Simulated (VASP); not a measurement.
A run of VASP 6.6.1:

The input INCAR:

```
ALGO = Fast ; EDIFF = 1E-7
ENCUT = 520 ; GGA = PE
ISIF = 2 ; ISMEAR = 0
LASPH = True ; LCHARG = False
LREAL = False ; LWAVE = False
NBANDS = 12 ; NELM = 100
PREC = Accurate ; SIGMA = 0.1
```

The input KPOINTS:

```
k-points
0
Gamma
  18 18 18
```

File POSCAR:

```
Ti
1.0
    0.0000000000      1.9761441000      1.9761441000
    1.9761441000      0.0000000000      1.9761441000
    1.9761441000      1.9761441000      0.0000000000
Ti
1
Direct
    0.0000000000      0.0000000000      0.0000000000
```

Potentials or basis: VASP PAW PBE potentials, release 64 (Ti_sv).

The run is started by

```sh
$ cat potpaw_PBE.64/Ti_sv/POTCAR > POTCAR
$ mpirun -np 1 vasp_std > vasp.out
```

Hardware: 1 thread of AMD EPYC 9R45 96-Core Processor (Zen 5), on a shared host.

Q: Estimate the wall time of this run.

A: It took 61 s on 1 thread of AMD EPYC 9R45 96-Core Processor (Zen 5) (shared host), peak memory 0.13 GiB. Counts: scf iterations 30, k points 195.
